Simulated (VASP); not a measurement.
Input of a VASP 6.6.1 run:

Contents of INCAR:

```
SYSTEM = Gd
ALGO = Normal
EDIFF = 1E-7
ENCUT = 520
GGA = PS
ISIF = 2
ISMEAR = -1
ISPIN = 2
LASPH = .TRUE.
LCHARG = .TRUE.
LELF = .TRUE.
LMAXMIX = 6
LORBIT = 11
LREAL = .FALSE.
LVHAR = .TRUE.
LWAVE = .FALSE.
MAGMOM = 7
NBANDS = 19
NELM = 150
PREC = Accurate
SIGMA = 0.1
```

The input KPOINTS:

```
k-points
0
G
  10 10 10
  0 0 0
```

POSCAR

```
Gd
1.0
    0.0000000000      2.5149396386      2.5149396386
    2.5149396386      0.0000000000      2.5149396386
    2.5149396386      2.5149396386      0.0000000000
Gd
1
Direct
    0.0000000000      0.0000000000      0.0000000000
```

Potentials or basis: VASP PAW PBE potentials, release 64 (Gd).

Run with:

```bash
$ cat potpaw_PBE.64/Gd/POTCAR > POTCAR
$ mpirun -np 1 vasp_std > vasp.out
```

(1) Predict the pressure.

(2) Estimate the net moment.

(3) Predict the site moments.

Results:

(1) -1.0 GPa.

(2) 7.35 μB per cell.

(3) Gd +6.89 μB.

Caveat: the PAW data sets were made with another functional, which shifts forces and pressure a little.
